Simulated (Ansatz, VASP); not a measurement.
## Two plane-wave programs on PbS

INCAR

```
  PREC = Accurate
  ENCUT = 520
  EDIFF = 1E-7
  ISMEAR = 0
  SIGMA = 0.01
  LREAL = F
  LASPH = T
  NELM = 80
  ALGO = Normal
  ISIF = 2
  LWAVE = F
  LCHARG = F
  GGA = PE
  NBANDS = 28
```

File KPOINTS:

```
Automatic mesh
0
Gamma
  4 6 6
```

Contents of POSCAR:

```
PbS
1.0
    5.9555926487      0.0000000000      0.0000000000
    0.0000000000      2.9685440397      2.9685440661
    0.0000000000     -2.9685440397      2.9685440661
Pb S
2 2
Direct
    0.7498944821      0.2605185244      0.7605185244
    0.2501055179      0.7605185244      0.2605185244
    0.7496621081      0.7604814756      0.2604814756
    0.2503378919      0.2604814756      0.7604814756
```

Input for Ansatz:

```yaml
crystal:
  lattice:
    - [5.9555926487, 0.0, 0.0]
    - [0.0, 2.9685440397, 2.9685440661]
    - [0.0, -2.9685440397, 2.9685440661]
  atoms:
    - { symbol: Pb, position: [0.7498944821, 0.2605185244, 0.7605185244] }
    - { symbol: Pb, position: [0.2501055179, 0.7605185244, 0.2605185244] }
    - { symbol: S, position: [0.7496621081, 0.7604814756, 0.2604814756] }
    - { symbol: S, position: [0.2503378919, 0.2604814756, 0.7604814756] }
kpoints:
  mp_grid: { grid: [4, 6, 6] }
  band_path:
    path:
      - [0.0, 0.0, 0.0]
      - [0.0, 0.0, 0.5]
      - [0.0, 0.5, 0.5000000044]
      - [0.5, 0.0, 0.0]
      - [0.5, 0.0, 0.5]
      - [0.5, 0.5, 0.5000000044]
    npoints: 1
hamiltonian:
  xc: pbe
scf:
  occupations: { method: fixed }
  n_extra_bands: 5
output:
  forces: true
  stress: true
  eigenvalues: true
```

Alike in both runs: task single point; functional PBE; k mesh 4 × 6 × 6; no spin polarisation.

```csv
,VASP,Ansatz
version,VASP 6.6.1,Ansatz 0.2.0
potentials or method,"VASP PAW PBE potentials, release 64 (Pb_d, S)","plane waves, PAW"
plane-wave cutoff (eV),520,420
occupations,"gaussian, width 0.01 eV",fixed
valence electrons in the cell,40,40
```

```tsv
	VASP	Ansatz	Ansatz less VASP
gap on the k mesh at the Fermi level (eV)	0.39	0.38	-0.007
pressure (GPa)	1.8	1.9	+0.07
```

Spin-orbit coupling is off throughout.
